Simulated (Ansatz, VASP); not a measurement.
One calculation of Zn2Sb3O2, two programs

```
Zn Sb O
1.0
     4.20803    0.00000    0.00000
     0.00000    4.20803    0.00000
     0.00000    0.00000    9.29999
Zn Sb O
2 3 2
Direct
  0.50000 0.50000 0.71641
  0.50000 0.50000 0.28359
  0.00000 0.50000 0.50000
  0.50000 0.00000 0.50000
  0.50000 0.50000 0.00000
  0.00000 0.50000 0.00000
  0.50000 0.00000 0.00000
```

Alike in both runs: functional PBE; k mesh 4 × 4 × 2; occupations gaussian, width 0.2 eV; no spin polarisation.

Ansatz relaxed the structure, and its values are those at the end. VASP's run is a single point on that final structure, the one shown.

|  | VASP | Ansatz |
| --- | --- | --- |
| version | VASP 6.6.1 | Ansatz 0.2.0 |
| potentials or method | VASP PAW PBE potentials, release 64 (Zn, Sb, O), cutoff 520 eV | scalar-relativistic, plane waves, PAW |
| valence electrons in the cell | 51 | 81 |

|  | VASP | Ansatz | Ansatz less VASP |
| --- | --- | --- | --- |
| gap on the k mesh at the Fermi level (eV) | none | none | - |
| pressure (GPa) | -0.1 | -0.1 | +0.03 |
| rms of the force components (eV/Å) | 0.010 | 0.008 | -0.0019 |

A gap of «none» marks a metal or a gap that the smearing closes. VASP's potentials hold 51 valence electrons a cell and Ansatz's 81, so a difference there can come from the potentials and not from the codes.

The k mesh is coarse, so the values compare programs but aren't converged. Neither program's run includes spin-orbit coupling.
